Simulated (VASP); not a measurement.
Runs of VASP 6.6.1 on ZnO. The structure is that of space group Fm-3m (No. 225), or close to it. The cells are those of the table. 

```tsv
cell	gap on the mesh (eV)	pressure (GPa)
a = 2.992, b = 2.992, c = 2.915 Å, angles 60.9, 60.9, 58.3°, 2 atoms	1.04	5.4
a = 2.991 Å, angles 60.0°, 2 atoms	(b)	(a)
a = 2.915 Å, angles 60.0°, 2 atoms	1.45	17.7
a = 2.953, b = 2.953, c = 2.915 Å, angles 60.4, 60.4, 59.1°, 2 atoms	1.23	10.9
a = 3.030, b = 3.030, c = 3.068 Å, angles 59.6, 59.6, 60.8°, 2 atoms	(c)	-10.2
```

Alike in all rows: task single point; level LDA; potentials or basis VASP PAW LDA potentials, release 64 (Zn, O_h); no spin polarisation; k mesh 12 × 12 × 12; cutoff (eV) 1340; smearing gaussian 0.05 eV.

Q: Estimate the missing entries.

A: (a) -1.3; (b) 1.05; (c) 0.74.

Caveats: the cell stands under pressure (at least some runs); the stress differs along the axes, from 1 to 8 GPa (at least some runs); the cell stands under tension (at least some runs); semilocal functionals underestimate gaps, and a narrow one can read as zero (at least some runs).

A k mesh can miss the band edges.
